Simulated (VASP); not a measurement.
# SbSe5 (P4mm) in VASP: single point with PBE

Aim: the single point of SbSe5 with PBE.

Program: VASP 6.6.1. These are calculated values, not measurements. Logs are shortened: lines on timing, memory, paths and dates and some standing lists are left out, and cuts for length are marked.

**1. The cell of the first run**

Symmetry: P4mm, No. 99, tetragonal system. The conventional cell has a = 6.967 Å, b = 6.967 Å, c = 3.608 Å, α = 90.00°, β = 90.00°, γ = 90.00°. Within 4.7 Å of Sb (site symmetry 4mm) lie 2 Sb at 3.61 Å and 8 Se at 3.68 Å. Within 3.1 Å of Se (site symmetry m) lie 2 Se at 2.38 to 2.61 Å. Se (site symmetry 4mm) has 8 Se at 2.61 to 3.30 Å within 3.4 Å.

**2. Single point, PBE**

Input file INCAR:

```
SYSTEM = SbSe5
PREC = Accurate
ENCUT = 520
EDIFF = 1E-6
ISMEAR = 0
SIGMA = 0.2
LREAL = .False.
LASPH = .True.
NELM = 100
ALGO = Normal
ISIF = 2
LWAVE = .False.
LCHARG = .True.
GGA = PE
LELF = .True.
LVHAR = .True.
NBANDS = 26
```

Input file KPOINTS:

```
regular mesh
0
Gamma
  3 3 4
  0 0 0
```

Input file POSCAR:

```
SbSe5
1.0
    6.9668778108      0.0000000000      0.0000000000
    0.0000000000      6.9668778108      0.0000000000
    0.0000000000      0.0000000000      3.6077289878
Sb Se
1 5
Direct
    0.0000000000      0.0000000000      1.3576878677
    0.1707180832      0.5000000000      0.3870151522
    0.8292819168      0.5000000000      0.3870151522
    0.5000000000      0.1707180832      0.3870151522
    0.5000000000      0.8292819168      0.3870151522
    0.5000000000      0.5000000000      0.0431679936
```

Potentials or basis: VASP PAW PBE potentials, release 64 (Sb, Se).

Launch:

```
$ cat potpaw_PBE.64/Sb/POTCAR potpaw_PBE.64/Se/POTCAR > POTCAR
$ mpirun -np 1 vasp_std > vasp.out
```

OUTCAR:

```text
SYSTEM = SbSe5
   PREC = Accurate
   ENCUT = 520
   EDIFF = 1E-6
   ISMEAR = 0
   LREAL = .False.
   LASPH = .True.
   NELM = 100
   ISIF = 2
   GGA = PE

 ion  position               nearest neighbor table
   1  0.000  0.000  0.358-
   2  0.171  0.500  0.387-   3 2.38   6 2.61
   3  0.829  0.500  0.387-   2 2.38   6 2.61
   4  0.500  0.171  0.387-   5 2.38   6 2.61
   5  0.500  0.829  0.387-   4 2.38   6 2.61
   6  0.500  0.500  0.043-   2 2.61   3 2.61   4 2.61   5 2.61

  LATTYP: Found a simple tetragonal cell.
 ALAT       =     6.9668778108
 C/A-ratio  =     0.5178401410

  Lattice vectors:

 A1 = (   6.9668778108,   0.0000000000,   0.0000000000)
 A2 = (   0.0000000000,   6.9668778108,   0.0000000000)
 A3 = (   0.0000000000,   0.0000000000,   3.6077289878)

Analysis of symmetry for initial positions (statically):
=====================================================================
 Subroutine PRICEL returns:
 Original cell was already a primitive cell.

 Routine SETGRP: Setting up the symmetry group for a
 simple tetragonal supercell.

 Subroutine GETGRP returns: Found  8 space group operations
 (whereof  8 operations were pure point group operations)
 out of a pool of 16 trial point group operations.

The static configuration has the point symmetry C_4v.

Analysis of symmetry for dynamics (positions and initial velocities):
=====================================================================
 Subroutine PRICEL returns:
 Original cell was already a primitive cell.

 Routine SETGRP: Setting up the symmetry group for a
 simple tetragonal supercell.

 Subroutine GETGRP returns: Found  8 space group operations
 (whereof  8 operations were pure point group operations)
 out of a pool of 16 trial point group operations.

The dynamic configuration has the point symmetry C_4v.

 Subroutine INISYM returns: Found  8 space group operations
 (whereof  8 operations are pure point group operations),
 and found     1 'primitive' translations

----------------------------------------------------------------------------------------

                                     Primitive cell

  volume of cell :     175.1097

  direct lattice vectors                    reciprocal lattice vectors
     6.966877811  0.000000000  0.000000000     0.143536320  0.000000000  0.000000000
     0.000000000  6.966877811  0.000000000     0.000000000  0.143536320  0.000000000
     0.000000000  0.000000000  3.607728988     0.000000000  0.000000000  0.277182683

  length of vectors
     6.966877811  6.966877811  3.607728988     0.143536320  0.143536320  0.277182683

  position of ions in fractional coordinates (direct lattice)
     0.000000000  0.000000000  0.357687868
     0.170718083  0.500000000  0.387015152
     0.829281917  0.500000000  0.387015152
     0.500000000  0.170718083  0.387015152
     0.500000000  0.829281917  0.387015152
     0.500000000  0.500000000  0.043167994

  ion indices of the primitive-cell ions
   primitive index   ion index
                 1           1
                 2           2
                 3           3
                 4           4
                 5           5
                 6           6

----------------------------------------------------------------------------------------

 KPOINTS: regular mesh

Automatic generation of k-mesh.
 Grid dimensions read from file:
 generate k-points for:    3    3    4

 Generating k-lattice:

  Cartesian coordinates                     Fractional coordinates (reciprocal lattice)
     0.047845440  0.000000000  0.000000000     0.333333333  0.000000000  0.000000000
     0.000000000  0.047845440  0.000000000     0.000000000  0.333333333  0.000000000
     0.000000000  0.000000000  0.069295671     0.000000000  0.000000000  0.250000000

  Length of vectors
     0.047845440  0.047845440  0.069295671

  Shift w.r.t. Gamma in fractional coordinates (k-lattice)
     0.000000000  0.000000000  0.000000000

 Subroutine IBZKPT returns following result:
 ===========================================

 Found      9 irreducible k-points:

 Following reciprocal coordinates:
            Coordinates               Weight
  0.000000  0.000000  0.000000      1.000000
  0.333333  0.000000  0.000000      4.000000
  0.333333  0.333333  0.000000      4.000000
  0.000000  0.000000  0.250000      2.000000
  0.333333  0.000000  0.250000      8.000000
  0.333333  0.333333  0.250000      8.000000
  0.000000  0.000000  0.500000      1.000000
  0.333333  0.000000  0.500000      4.000000
  0.333333  0.333333  0.500000      4.000000
   k-points           NKPTS =      9   k-points in BZ     NKDIM =      9   number of bands    NBANDS=     26
   number of dos      NEDOS =    301   number of ions     NIONS =      6
   total plane-waves  NPLWV =  81648
   dimension x,y,z NGX =    54 NGY =   54 NGZ =   28
   dimension x,y,z NGXF=   108 NGYF=  108 NGZF=   56
   ions per type =               1   5
   NGX,Y,Z   is equivalent  to a cutoff of  12.89, 12.89, 12.90 a.u.
   NGXF,Y,Z  is equivalent  to a cutoff of  25.77, 25.77, 25.81 a.u.
 SYSTEM =  SbSe5
   PREC   = accura    normal or accurate (medium, high low for compatibility)
   ISTART =      0    job   : 0-new  1-cont  2-samecut
   ICHARG =      2    charge: 1-file 2-atom 10-const
   ISPIN  =      1    spin polarized calculation?
   LNONCOLLINEAR =      F non collinear calculations
   LSORBIT =      F    spin-orbit coupling
   LASPH  =      T    aspherical Exc in radial PAW
   ENCUT  =  520.0 eV  38.22 Ry    6.18 a.u.  12.95 12.95  6.71*2*pi/ulx,y,z
   NELM   =    100;   NELMIN=  2; NELMDL= -5     # of ELM steps
   EDIFF  = 0.1E-05   stopping-criterion for ELM
   LREAL  =      F    real-space projection
   EDIFFG = 0.1E-04   stopping-criterion for IOM
   NSW    =      0    number of steps for IOM
   IBRION =     -1    ionic relax: 0-MD 1-quasi-New 2-CG
   NFREE  =      0    steps in history (QN), initial steepest desc. (CG)
   ISIF   =      2    stress and relaxation
   ISYM   =      2    0-nonsym 1-usesym 2-fastsym
   POTIM  = 0.5000    time-step for ionic-motion
   TEBEG  =    0.0;   TEEND  =   0.0 temperature during run
   PSTRESS=    0.0 pullay stress
   NELECT =      35.0000    total number of electrons
   NUPDOWN=      -1.0000    fix difference up-down
   EMIN   =  10.00;   EMAX   =-10.00  energy-range for DOS
   EFERMI =   0.00;   METHOD = LEGACY
   ISMEAR =     0;   SIGMA  =   0.20  broadening in eV -4-tet -1-fermi 0-gaus
   EFERMI_NEDOS =   21; number of points for ismear=-14 and -15
   IALGO  =     38    algorithm
   IMIX   =      4    mixing-type and parameters
     AMIX     =   0.40;   BMIX     =  1.00
     AMIX_MAG =   1.60;   BMIX_MAG =  1.00
  volume/ion in A,a.u.               =      29.18       196.95
  Fermi-wavevector in a.u.,A,eV,Ry     =   0.957181  1.808810 12.465597  0.916196
  Thomas-Fermi vector in A             =   2.086176
   LORBIT       =      0    0 simple, 1 ext, 2 COOP (PROOUT), +10 PAW based schemes
   GGA     = PE    functional components
   LHFCALC =     F    Hartree Fock is set to
   AEXX    =    0.0000 exact exchange contribution
   IVDW    =     0    specifies the selected vdW correction
   LEPSILON=     F    determine dielectric tensor
   LRPA    =     F    only Hartree local field effects (RPA)
 non-spin polarized calculation
 Gauss-broadening in eV      SIGMA  =   0.20
  energy-cutoff  :      520.00
  volume of cell :      175.11
 maximum number of plane-waves:      4724
 NGX is ok and might be reduce to    54
   NGX = 25   NGY = 25   NGZ = 13

 number of electron      34.9999998 magnetization

 Free energy of the ion-electron system (eV)
  ---------------------------------------------------
  ext. energy  EPLUGINS =         0.00000000
  ---------------------------------------------------
  free energy    TOTEN  =       -17.89014942 eV

  energy without entropy =      -17.73687706  energy(sigma->0) =      -17.81351324

 E-fermi :   3.0880     XC(G=0):  -8.8468

 val. band max:        3.0685862682   @ k =   0.3333   0.0000   0.5000
 cond. band min:       3.1575179635   @ k =   0.3333   0.0000   0.0000
 fundamental gap:      0.0889316953
 Fermi energy:         3.0879530706

 k-point     1 :       0.0000    0.0000    0.0000
  band No.  band energies     occupation
      1     -12.6662      2.00000
      2     -10.9472      2.00000
      3      -9.6691      2.00000
      4      -9.0548      2.00000
      5      -9.0548      2.00000
      6      -5.7998      2.00000
[... 18 lines left out ...]
     25       7.9111      0.00000
     26       9.2598      0.00000

 k-point     2 :       0.3333    0.0000    0.0000
  band No.  band energies     occupation
      1     -12.5139      2.00000
      2     -11.2151      2.00000
      3     -10.2440      2.00000
      4      -9.0515      2.00000
      5      -7.9389      2.00000
      6      -5.8851      2.00000
[... 18 lines left out ...]
     25       8.3988      0.00000
     26       9.1220      0.00000

 k-point     3 :       0.3333    0.3333    0.0000
  band No.  band energies     occupation
      1     -12.3227      2.00000
      2     -11.2513      2.00000
      3     -10.9588      2.00000
      4      -8.3393      2.00000
      5      -7.6681      2.00000
      6      -5.9799      2.00000
[... 18 lines left out ...]
     25       8.8163      0.00000
     26       9.3456      0.00000

 k-point     4 :       0.0000    0.0000    0.2500
  band No.  band energies     occupation
      1     -12.3344      2.00000
      2     -10.7684      2.00000
      3      -9.6664      2.00000
      4      -8.8069      2.00000
      5      -8.8069      2.00000
      6      -5.3641      2.00000
[... 18 lines left out ...]
     25       9.3928      0.00000
     26       9.3974      0.00000
[... 61 lines left out ...]
      1     -11.9035      2.00000
      2     -10.5728      2.00000
      3      -9.7742      2.00000
      4      -8.5217      2.00000
      5      -8.5217      2.00000
      6      -4.7833      2.00000
[... 18 lines left out ...]
     25       7.6177      0.00000
     26       7.6177      0.00000

 k-point     8 :       0.3333    0.0000    0.5000
  band No.  band energies     occupation
      1     -11.7459      2.00000
      2     -10.7995      2.00000
      3     -10.0295      2.00000
      4      -8.5188      2.00000
      5      -8.0670      2.00000
      6      -4.8368      2.00000
[... 18 lines left out ...]
     25       6.9899      0.00000
     26       8.4286      0.00000

 k-point     9 :       0.3333    0.3333    0.5000
  band No.  band energies     occupation
      1     -11.5483      2.00000
      2     -10.8353      2.00000
      3     -10.5287      2.00000
      4      -8.1832      2.00000
      5      -7.8994      2.00000
      6      -4.9292      2.00000
[... 18 lines left out ...]
     25       7.4748      0.00000
     26       8.3871      0.00000

------------------------ aborting loop because EDIFF is reached ----------------------------------------

  FORCE on cell =-STRESS in cart. coord.  units (eV):
  Direction    XX          YY          ZZ          XY          YZ          ZX
  --------------------------------------------------------------------------------------
  -------------------------------------------------------------------------------------
  Total        0.0802803      0.0802803      0.1825885      0.0000000      0.0000000      0.0000000
  in kB        0.7345296      0.7345296      1.6706046      0.0000000      0.0000000      0.0000000
  external PRESSURE =       1.0465546 kB  Pullay stress =       0.0000000 kB

 VOLUME and BASIS-vectors are now :
 -----------------------------------------------------------------------------
  energy-cutoff  :      520.00
  volume of cell :      175.11
      direct lattice vectors                 reciprocal lattice vectors
     6.966877811  0.000000000  0.000000000     0.143536320  0.000000000  0.000000000
     0.000000000  6.966877811  0.000000000     0.000000000  0.143536320  0.000000000
     0.000000000  0.000000000  3.607728988     0.000000000  0.000000000  0.277182683

 POSITION                                       TOTAL-FORCE (eV/Angst)
 -----------------------------------------------------------------------------------
      0.00000      0.00000      1.29044         0.000000      0.000000     -0.002894
      1.18937      3.48344      1.39625        -0.000261      0.000000      0.013270
      5.77751      3.48344      1.39625         0.000261      0.000000      0.013270
      3.48344      1.18937      1.39625        -0.000000     -0.000261      0.013270
      3.48344      5.77751      1.39625         0.000000      0.000261      0.013270
      3.48344      3.48344      0.15574         0.000000      0.000000     -0.050186
 -----------------------------------------------------------------------------------
    total drift:                                0.000000      0.000000      0.000655

  FREE ENERGIE OF THE ION-ELECTRON SYSTEM (eV)
  ---------------------------------------------------
  free  energy   TOTEN  =       -17.8901494246 eV

  energy  without entropy=      -17.7368770558  energy(sigma->0) =      -17.81351324
```

Run time: 23 s. Hardware: 1 thread of Intel Xeon 6975P-C (Granite Rapids), shared host; peak memory 0.26 GiB.

What came out:

- Free energy: -17.8901 eV
- Pressure: 0.1 GPa
- Largest force: 0.050 eV/Å

Forces in eV/Å, atoms in the order of the input:
```
Sb   0.000  0.000 -0.003
Se   0.000  0.000  0.013
Se   0.000  0.000  0.013
Se   0.000  0.000  0.013
Se   0.000  0.000  0.013
Se   0.000  0.000 -0.050
```

Stress tensor (GPa, compression positive):
```
0.07 0.00 0.00
0.00 0.07 0.00
0.00 0.00 0.17
```

Levels at points of the mesh, in eV from the Fermi level:
```csv
k point,band 15,band 16,band 17,band 18,band 19,band 20,band 21,band 22
"(0.00, 0.00, 0.00)",-0.97,-0.11,0.46,0.46,0.85,1.08,1.08,2.88
"(0.00, 0.00, 0.50)",-2.20,-1.82,-0.09,-0.09,-0.08,1.17,1.69,1.69
```

Caveat: the k points lie up to 0.44 Å⁻¹ apart; spin-orbit coupling is left out, which moves the levels of the heavy elements.
